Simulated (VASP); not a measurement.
Write the native input for VASP 6.6.1 that does the following.

| Quantity | Value |
| --- | --- |
| Task | single point |
| Functional | PBE |
| Potentials or basis | VASP PAW PBE potentials, release 64 (Ir) |
| Cutoff | 520 eV |
| k mesh | 22 × 22 × 22 |
| Occupations | gaussian, width 0.15 eV |
| Spin | no spin polarisation |
| Dipole correction | no |
| Further INCAR settings | ALGO = Normal; EDIFF = 1e-06; NBANDS = 10 |

The structure of Ir lies in POSCAR:

```
Ir
1.0
    0.0000000000      1.9351816027      1.9351816027
    1.9351816027      0.0000000000      1.9351816027
    1.9351816027      1.9351816027      0.0000000000
Ir
1
Direct
    0.0000000000      0.0000000000      0.0000000000
```

The input as run:

INCAR

```
PREC = Accurate
ENCUT = 520
EDIFF = 1E-6
ISMEAR = 0
SIGMA = 0.15
LREAL = F
LASPH = T
NELM = 80
ALGO = Normal
ISIF = 2
LWAVE = F
LCHARG = F
GGA = PE
NBANDS = 10
```

KPOINTS

```
Automatic mesh
0
Gamma
  22 22 22
```

Potentials or basis: VASP PAW PBE potentials, release 64 (Ir).

Run with:

```sh
$ cat potpaw_PBE.64/Ir/POTCAR > POTCAR
$ mpirun -np 1 vasp_std > vasp.out
```

Results of the run:

* Pressure: 0.7 GPa

It took 15 s on 1 thread of Intel(R) Xeon(R) 6975P-C (Granite Rapids), on a shared host, peak memory 0.17 GiB.
